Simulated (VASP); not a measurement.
# BN in VASP: a series of runs

BN is run at these levels: PBE; tasks: single point.

Program: VASP 6.6.1. These are calculated values, not measurements. Logs are shortened: lines on timing, memory, paths and dates and some standing lists are left out, and cuts for length are marked.

### Step 1. The cell of the first run

Symmetry: P-3m1, No. 164, trigonal system. Conventional cell: a = 2.528 Å, b = 2.528 Å, c = 6.326 Å, α = 90.00°, β = 90.00°, γ = 120.00°. Within 1.9 Å of B (site symmetry 3m) lie 3 N at 1.46 Å. N (site symmetry 3m) has 3 B at 1.46 Å within 1.9 Å.

### Step 2. Single point, PBE (strained and its atoms moved)

The input, INCAR:

```
SYSTEM = BN
ALGO = Normal
EDIFF = 1E-6
ENCUT = 520
GGA = PE
ISIF = 2
ISMEAR = 0
LASPH = .True.
LCHARG = .False.
LREAL = .False.
LWAVE = .False.
NBANDS = 16
NELM = 60
PREC = Accurate
SIGMA = 0.02
```

The input, KPOINTS:

```
k-points
0
Gamma
  12 12 4
  0 0 0
```

The input, POSCAR:

```
BN
1.0
    2.5281552242      0.0000000000      0.0000000000
   -1.2640776122      2.1894466489      0.0000000000
    0.0000000000      0.0000000000      6.3258085800
B N
2 2
Direct
    0.3333333333      0.6666666667      0.2510323212
    0.6666666667      0.3333333333      0.7489676788
    0.3333333333      0.6666666667      0.7437150326
    0.6666666667      0.3333333333      0.2562849674
```

Potentials or basis: VASP PAW PBE potentials, release 64 (B, N).

Command:

```
$ cat potpaw_PBE.64/B/POTCAR potpaw_PBE.64/N/POTCAR > POTCAR
$ mpirun -np 1 vasp_std > vasp.out
```

OUTCAR:

```text
SYSTEM = BN
   EDIFF = 1E-6
   ENCUT = 520
   GGA = PE
   ISIF = 2
   ISMEAR = 0
   LASPH = .True.
   LREAL = .False.
   NELM = 60
   PREC = Accurate

 ion  position               nearest neighbor table
   1  0.333  0.667  0.251-   4 1.46   4 1.46   4 1.46
   2  0.667  0.333  0.749-   3 1.46   3 1.46   3 1.46
   3  0.333  0.667  0.744-   2 1.46   2 1.46   2 1.46
   4  0.667  0.333  0.256-   1 1.46   1 1.46   1 1.46

  LATTYP: Found a hexagonal cell.
 ALAT       =     2.5281552242
 C/A-ratio  =     2.5021440612

  Lattice vectors:

 A1 = (   2.5281552242,   0.0000000000,   0.0000000000)
 A2 = (  -1.2640776122,   2.1894466489,   0.0000000000)
 A3 = (   0.0000000000,   0.0000000000,   6.3258085800)

Analysis of symmetry for initial positions (statically):
=====================================================================
 Subroutine PRICEL returns:
 Original cell was already a primitive cell.

 Routine SETGRP: Setting up the symmetry group for a
 hexagonal supercell.

 Subroutine GETGRP returns: Found 12 space group operations
 (whereof 12 operations were pure point group operations)
 out of a pool of 24 trial point group operations.

The static configuration has the point symmetry D_3d.

Analysis of symmetry for dynamics (positions and initial velocities):
=====================================================================
 Subroutine PRICEL returns:
 Original cell was already a primitive cell.

 Routine SETGRP: Setting up the symmetry group for a
 hexagonal supercell.

 Subroutine GETGRP returns: Found 12 space group operations
 (whereof 12 operations were pure point group operations)
 out of a pool of 24 trial point group operations.

The dynamic configuration has the point symmetry D_3d.

 Subroutine INISYM returns: Found 12 space group operations
 (whereof 12 operations are pure point group operations),
 and found     1 'primitive' translations

----------------------------------------------------------------------------------------

                                     Primitive cell

  volume of cell :      35.0150

  direct lattice vectors                    reciprocal lattice vectors
     2.528155224  0.000000000  0.000000000     0.395545333  0.228368204  0.000000000
    -1.264077612  2.189446649  0.000000000     0.000000000  0.456736409  0.000000000
     0.000000000  0.000000000  6.325808580     0.000000000  0.000000000  0.158082558

  length of vectors
[... 88 lines left out ...]
   EDIFFG = 0.1E-04   stopping-criterion for IOM
   NSW    =      0    number of steps for IOM
   IBRION =     -1    ionic relax: 0-MD 1-quasi-New 2-CG
   NFREE  =      0    steps in history (QN), initial steepest desc. (CG)
   ISIF   =      2    stress and relaxation
   ISYM   =      2    0-nonsym 1-usesym 2-fastsym
   POTIM  = 0.5000    time-step for ionic-motion
   TEBEG  =    0.0;   TEEND  =   0.0 temperature during run
   PSTRESS=    0.0 pullay stress
   NELECT =      16.0000    total number of electrons
   NUPDOWN=      -1.0000    fix difference up-down
   EMIN   =  10.00;   EMAX   =-10.00  energy-range for DOS
   EFERMI =   0.00;   METHOD = LEGACY
   ISMEAR =     0;   SIGMA  =   0.02  broadening in eV -4-tet -1-fermi 0-gaus
   EFERMI_NEDOS =   21; number of points for ismear=-14 and -15
   IALGO  =     38    algorithm
   IMIX   =      4    mixing-type and parameters
     AMIX     =   0.40;   BMIX     =  1.00
     AMIX_MAG =   1.60;   BMIX_MAG =  1.00
  volume/ion in A,a.u.               =       8.75        59.07
  Fermi-wavevector in a.u.,A,eV,Ry     =   1.260947  2.382844 21.633085  1.589987
  Thomas-Fermi vector in A             =   2.394431
   LORBIT       =      0    0 simple, 1 ext, 2 COOP (PROOUT), +10 PAW based schemes
   GGA     = PE    functional components
   LHFCALC =     F    Hartree Fock is set to
   AEXX    =    0.0000 exact exchange contribution
   IVDW    =     0    specifies the selected vdW correction
   LEPSILON=     F    determine dielectric tensor
   LRPA    =     F    only Hartree local field effects (RPA)
 non-spin polarized calculation
 Gauss-broadening in eV      SIGMA  =   0.02
  energy-cutoff  :      520.00
  volume of cell :       35.02
 maximum number of plane-waves:       954
 NGX is ok and might be reduce to    20
   NGX =  9   NGY =  9   NGZ = 23

 number of electron      16.0000003 magnetization

 Free energy of the ion-electron system (eV)
  ---------------------------------------------------
  ext. energy  EPLUGINS =         0.00000000
  ---------------------------------------------------
  free energy    TOTEN  =       -35.08828429 eV

  energy without entropy =      -35.08828429  energy(sigma->0) =      -35.08828429

 E-fermi :   2.7826     XC(G=0): -10.3307

 val. band max:        2.6055004665   @ k =   0.3333   0.2500   0.0000
 cond. band min:       6.7107531761   @ k =   0.5000   0.0000   0.0000
 fundamental gap:      4.1052527096
 Fermi energy:         2.7826390275

 k-point     1 :       0.0000    0.0000    0.0000
  band No.  band energies     occupation
      1     -15.1409      2.00000
      2     -14.7129      2.00000
      3      -3.7550      2.00000
      4      -1.0558      2.00000
      5       1.1892      2.00000
      6       1.1892      2.00000
[... 433 lines left out ...]
      3      -2.7216      2.00000
      4      -0.9828      2.00000
      5      -0.7462      2.00000
      6      -0.6197      2.00000
[... 8 lines left out ...]
     15      15.9898      0.00000
     16      16.1248      0.00000

 [... further k-points ...]

------------------------ aborting loop because EDIFF is reached ----------------------------------------

  FORCE on cell =-STRESS in cart. coord.  units (eV):
  Direction    XX          YY          ZZ          XY          YZ          ZX
  --------------------------------------------------------------------------------------
  -------------------------------------------------------------------------------------
  Total       -1.4346681     -1.4346681      1.0184332      0.0000000      0.0000000      0.0000000
  in kB      -65.6459418    -65.6459418     46.6003313      0.0000000      0.0000000      0.0000000
  external PRESSURE =     -28.2305174 kB  Pullay stress =       0.0000000 kB

 VOLUME and BASIS-vectors are now :
 -----------------------------------------------------------------------------
  energy-cutoff  :      520.00
  volume of cell :       35.02
      direct lattice vectors                 reciprocal lattice vectors
     2.528155224  0.000000000  0.000000000     0.395545333  0.228368204  0.000000000
    -1.264077612  2.189446649  0.000000000     0.000000000  0.456736409  0.000000000
     0.000000000  0.000000000  6.325808580     0.000000000  0.000000000  0.158082558

 POSITION                                       TOTAL-FORCE (eV/Angst)
 -----------------------------------------------------------------------------------
     -0.00000      1.45963      1.58798         0.000000     -0.000000      0.452599
      1.26408      0.72982      4.73783         0.000000      0.000000     -0.452599
     -0.00000      1.45963      4.70460         0.000000     -0.000000      0.517716
      1.26408      0.72982      1.62121        -0.000000      0.000000     -0.517716
 -----------------------------------------------------------------------------------
    total drift:                                0.000000     -0.000000      0.000000

  FREE ENERGIE OF THE ION-ELECTRON SYSTEM (eV)
  ---------------------------------------------------
  free  energy   TOTEN  =       -35.0882842914 eV

  energy  without entropy=      -35.0882842914  energy(sigma->0) =      -35.08828429
```

OSZICAR:

```text
N       E                     dE             d eps       ncg     rms          rms(c)
DAV:   1     0.451599770420E+02    0.45160E+02   -0.80552E+03  2216   0.930E+02
DAV:   2    -0.353602881872E+02   -0.80520E+02   -0.73568E+02  3064   0.217E+02
DAV:   3    -0.383736873971E+02   -0.30134E+01   -0.30027E+01  2816   0.415E+01
DAV:   4    -0.383917184957E+02   -0.18031E-01   -0.18028E-01  2744   0.356E+00
DAV:   5    -0.383918726813E+02   -0.15419E-03   -0.15418E-03  2816   0.315E-01    0.110E+01
DAV:   6    -0.353892712841E+02    0.30026E+01   -0.49172E+00  2824   0.172E+01    0.489E+00
DAV:   7    -0.351573292510E+02    0.23194E+00   -0.52015E-01  3008   0.535E+00    0.310E+00
DAV:   8    -0.350923748281E+02    0.64954E-01   -0.21045E-01  2920   0.308E+00    0.461E-01
DAV:   9    -0.350874272490E+02    0.49476E-02   -0.13710E-02  2608   0.979E-01    0.188E-01
DAV:  10    -0.350881961263E+02   -0.76888E-03   -0.12779E-03  2736   0.271E-01    0.340E-02
DAV:  11    -0.350882712087E+02   -0.75082E-04   -0.78486E-05  2656   0.719E-02    0.221E-02
DAV:  12    -0.350882841247E+02   -0.12916E-04   -0.25020E-05  2640   0.352E-02    0.216E-03
DAV:  13    -0.350882842914E+02   -0.16670E-06   -0.46974E-07  2360   0.553E-03
   1 F= -.35088284E+02 E0= -.35088284E+02  d E =-.200866E-37
```

stdout:

```text
POSCAR found type information on POSCAR B N
 POSCAR found :  2 types and       4 ions
 scaLAPACK will be used
 LDA part: xc-table for (Slater+PW92), standard interpolation
 POSCAR, INCAR and KPOINTS ok, starting setup
 FFT: planning ... GRIDC
 FFT: planning ... GRID_SOFT
 FFT: planning ... GRID
 WAVECAR not read
 entering main loop
```

Run time: 58 s. Hardware: 1 thread of Intel Xeon 8259CL, shared host; peak memory 0.16 GiB.

Results:

```yaml
Free_energy: -35.0883 eV
Pressure: -2.8 GPa
Largest_force: 0.518 eV/Å
Band_gap_on_the_k_mesh: 4.11 eV (least direct gap 4.44 eV)
```

Forces in eV/Å, atoms in the order of the input:
```
B    0.000  0.000  0.453
B    0.000  0.000 -0.453
N    0.000  0.000  0.518
N    0.000  0.000 -0.518
```

Stress tensor (GPa, compression positive):
```
-6.56  0.00  0.00
 0.00 -6.56  0.00
 0.00  0.00  4.66
```

Caveat: the cell differs from its parent crystal (strained and its atoms moved); the stress differs along the axes, from -7 to 5 GPa; this functional lacks dispersion, which binds layers or chains, so the pressure and a relaxed spacing across them are unreliable. A k mesh can miss the band edges.

### Step 3. Single point, PBE (one atom moved)

The input, INCAR:

```
SYSTEM = BN
ALGO = Normal ; EDIFF = 1E-6
ENCUT = 520 ; GGA = PE
ISIF = 2 ; ISMEAR = 0
LASPH = .TRUE. ; LCHARG = .FALSE.
LREAL = .FALSE. ; LWAVE = .FALSE.
NBANDS = 16 ; NELM = 80
PREC = Accurate ; SIGMA = 0.02
```

The input, KPOINTS:

```
k-points
0
G
  12 12 4
  0 0 0
```

The input, POSCAR:

```
BN
1.0
    2.5039917043      0.0000000000      0.0000000000
   -1.2519958522      2.1685204268      0.0000000000
    0.0000000000      0.0000000000      6.6612000000
B N
2 2
Direct
    0.3333333333      0.6666666667      0.2500000000
    0.6666666667      0.3333333333      0.7500000000
    0.3190274145      0.6675197829      0.7538596649
    0.6666666667      0.3333333333      0.2500000000
```

Potentials or basis: VASP PAW PBE potentials, release 64 (B, N).

Command:

```
$ cat potpaw_PBE.64/B/POTCAR potpaw_PBE.64/N/POTCAR > POTCAR
$ mpirun -np 1 vasp_std > vasp.out
```

OUTCAR:

```text
SYSTEM = BN
   EDIFF = 1E-6
   ENCUT = 520
   GGA = PE
   ISIF = 2
   ISMEAR = 0
   LASPH = .TRUE.
   LREAL = .FALSE.
   NELM = 80
   PREC = Accurate

 ion  position               nearest neighbor table
   1  0.333  0.667  0.250-   4 1.45   4 1.45   4 1.45
   2  0.667  0.333  0.750-   3 1.42   3 1.44   3 1.48
   3  0.319  0.668  0.754-   2 1.42   2 1.44   2 1.48
   4  0.667  0.333  0.250-   1 1.45   1 1.45   1 1.45

  LATTYP: Found a hexagonal cell.
 ALAT       =     2.5039917043
 C/A-ratio  =     2.6602324555

  Lattice vectors:

 A1 = (   2.5039917043,   0.0000000000,   0.0000000000)
 A2 = (  -1.2519958522,   2.1685204268,   0.0000000000)
 A3 = (   0.0000000000,   0.0000000000,   6.6612000000)

Analysis of symmetry for initial positions (statically):
=====================================================================
 Subroutine PRICEL returns:
 Original cell was already a primitive cell.

 Routine SETGRP: Setting up the symmetry group for a
 hexagonal supercell.

 Subroutine GETGRP returns: Found  1 space group operations
 (whereof  1 operations were pure point group operations)
[... 171 lines left out ...]
 cond. band min:       6.4743680456   @ k =   0.5000   0.0000   0.0000
 fundamental gap:      4.2274578740
 Fermi energy:         2.3775586691

 k-point     1 :       0.0000    0.0000    0.0000
  band No.  band energies     occupation
      1     -15.5475      2.00000
      2     -15.2599      2.00000
      3      -3.9533      2.00000
      4      -1.8591      2.00000
      5       0.5142      2.00000
      6       0.9338      2.00000
[... 433 lines left out ...]
      3      -2.6764      2.00000
      4      -2.0423      2.00000
      5      -1.9973      2.00000
      6      -0.7294      2.00000
[... 8 lines left out ...]
     15      17.0575      0.00000
     16      17.5848      0.00000

 [... further k-points ...]

------------------------ aborting loop because EDIFF is reached ----------------------------------------

  FORCE on cell =-STRESS in cart. coord.  units (eV):
  Direction    XX          YY          ZZ          XY          YZ          ZX
  --------------------------------------------------------------------------------------
  -------------------------------------------------------------------------------------
  Total        0.9266349      0.9274273      0.6020588      0.4698165      0.0002555      0.0385740
  in kB       41.0459525     41.0810539     26.6686256     20.8108586      0.0113186      1.7086615
  external PRESSURE =      36.2652107 kB  Pullay stress =       0.0000000 kB

 VOLUME and BASIS-vectors are now :
 -----------------------------------------------------------------------------
  energy-cutoff  :      520.00
  volume of cell :       36.17
      direct lattice vectors                 reciprocal lattice vectors
     2.503991704  0.000000000  0.000000000     0.399362345  0.230571958  0.000000000
    -1.251995852  2.168520427  0.000000000     0.000000000  0.461143915  0.000000000
     0.000000000  0.000000000  6.661200000     0.000000000  0.000000000  0.150123101

 POSITION                                       TOTAL-FORCE (eV/Angst)
 -----------------------------------------------------------------------------------
     -0.00000      1.44568      1.66530        -0.000868      0.000082     -0.018722
      1.25200      0.72284      4.99590        -1.515253     -0.010622      0.336098
     -0.03689      1.44753      5.02161         1.518115      0.010940     -0.347379
      1.25200      0.72284      1.66530        -0.001995     -0.000399      0.030003
 -----------------------------------------------------------------------------------
    total drift:                                0.000295      0.000159      0.000288

  FREE ENERGIE OF THE ION-ELECTRON SYSTEM (eV)
  ---------------------------------------------------
  free  energy   TOTEN  =       -35.1222332032 eV

  energy  without entropy=      -35.1222332032  energy(sigma->0) =      -35.12223320
```

stdout:

```text
POSCAR found type information on POSCAR B N
 POSCAR found :  2 types and       4 ions
 scaLAPACK will be used
 LDA part: xc-table for (Slater+PW92), standard interpolation
 POSCAR, INCAR and KPOINTS ok, starting setup
 FFT: planning ... GRIDC
 FFT: planning ... GRID_SOFT
 FFT: planning ... GRID
 WAVECAR not read
 entering main loop
```

It took 3.8 min on 1 thread of Intel Xeon 8259CL, shared host; peak memory 0.26 GiB.

What came out:

```yaml
Free_energy: -35.1222 eV
Pressure: 3.6 GPa
Largest_force: 1.557 eV/Å
Band_gap_on_the_k_mesh: 4.23 eV (least direct gap 4.64 eV)
```

Forces in eV/Å, atoms in the order of the input:
```
B   -0.001  0.000 -0.019
B   -1.515 -0.011  0.336
N    1.518  0.011 -0.347
N   -0.002  0.000  0.030
```

Stress tensor (GPa, compression positive):
```
4.10 2.08 0.17
2.08 4.11 0.00
0.17 0.00 2.67
```

Caveat: the cell differs from its parent crystal (one atom moved); the cell stands under pressure; forces of over 1 eV/Å act on the atoms, so gaps and moduli don't describe the material at rest.
